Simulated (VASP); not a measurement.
A run of VASP 6.6.1 is set up as follows.

File INCAR:

```
PREC     = Accurate       # precision mode
ENCUT    = 520            # plane-wave cutoff, eV
EDIFF    = 1E-7           # SCF threshold, eV
ISMEAR   = 1              # smearing method
SIGMA    = 0.017          # smearing width, eV
LREAL    = F              # projectors in reciprocal space
LASPH    = T              # aspherical terms in the spheres
NELM     = 150            # most SCF steps
ALGO     = Fast           # electronic algorithm
ISIF     = 2              # what is computed and relaxed
LWAVE    = F              # write WAVECAR
LCHARG   = T              # write CHGCAR
LMAXMIX  = 4              # l up to which the mixer works
LDAU     = T              # DFT+U
LDAUTYPE = 1            
LDAUL    = 2 -1           # shell
LDAUU    = 3.5 0          # U, eV
LDAUJ    = 0.65 0       
LDAUPRINT= 1            
GGA      = PE             # functional
LELF     = T              # ELF
LVHAR    = T            
NBANDS   = 18             # bands
```

Contents of KPOINTS:

```
regular mesh
0
Gamma
  4 4 5
```

Contents of POSCAR:

```
ScAl3
1.0
   -2.0127950000      2.0127950000      4.4231960000
    2.0127950000     -2.0127950000      4.4231960000
    2.0127950000      2.0127950000     -4.4231960000
Sc Al
1 3
Direct
    0.0000000000      0.0000000000      0.0000000000
    0.7500000000      0.2500000000      0.5000000000
    0.2500000000      0.7500000000      0.5000000000
    0.5000000000      0.5000000000      0.0000000000
```

Potentials or basis: VASP PAW PBE potentials, release 64 (Sc_sv, Al).

The run is started by

```sh
$ cat potpaw_PBE.64/Sc_sv/POTCAR potpaw_PBE.64/Al/POTCAR > POTCAR
$ mpirun -np 1 vasp_std > vasp.out
```

Question: What does it give for the band gap on the k mesh?

Answer: Zero (bands 10 and 11 overlap by 1.98 eV).

Question: Estimate the pressure.

Answer: 2.1 GPa.

Eigenvalues of the final occupation matrices:
| site | spin | trace | eigenvalues |
| --- | --- | --- | --- |
| site 1 d | 1 | 0.51 | 0.08 0.09 0.11 0.11 0.13 |
| site 1 d | 2 | 0.51 | 0.08 0.09 0.11 0.11 0.13 |

Caveat: the k points lie up to 0.37 Å⁻¹ apart, too coarse for converged energies and pressures of a metal; U without spin polarisation on a metal has little footing; the U is typed as a test and isn't derived for this compound.
